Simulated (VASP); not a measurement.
Here is a VASP 6.6.1 calculation.

The input INCAR:

```
ALGO     = Normal         # electronic algorithm
EDIFF    = 1E-6           # SCF threshold, eV
ENCUT    = 520            # plane-wave cutoff, eV
GGA      = PS             # functional
ISIF     = 2              # what is computed and relaxed
ISMEAR   = 0              # smearing method
LASPH    = T              # aspherical terms in the spheres
LCHARG   = F              # write CHGCAR
LREAL    = F              # projectors in reciprocal space
LWAVE    = F              # write WAVECAR
NBANDS   = 28             # bands
NELM     = 80             # most SCF steps
PREC     = Accurate       # precision mode
SIGMA    = 0.1            # smearing width, eV
```

KPOINTS

```
k-points
0
Gamma
  6 6 2
```

Contents of POSCAR:

```
Hf
1.0
    4.9093365659      0.0000000000      0.0000000000
   -2.4546682829      4.2516101818      0.0000000000
    0.0000000000      0.0000000000      4.8125558590
Hf
4
Direct
    0.0000000000      0.0000000000      0.2500000000
    0.0000000000      0.0000000000      0.7500000000
    0.3333333333      0.6666666667      0.7500000000
    0.6666666667      0.3333333333      0.2500000000
```

Potentials or basis: VASP PAW PBE potentials, release 64 (Hf_pv).

Run with:

```console
$ cat potpaw_PBE.64/Hf_pv/POTCAR > POTCAR
$ mpirun -np 1 vasp_std > vasp.out
```

**Question.** Predict the pressure.

**Answer.** -0.2 GPa.

**Question.** Estimate the band gap on the k mesh.

**Answer.** Zero (bands 20 and 21 overlap by 0.91 eV).

Caveat: the k points lie up to 0.65 Å⁻¹ apart, too coarse for converged energies and pressures of a metal; the PAW data sets were made with another functional, which shifts forces and pressure a little; spin-orbit coupling is left out, which moves the levels of the heavy elements.
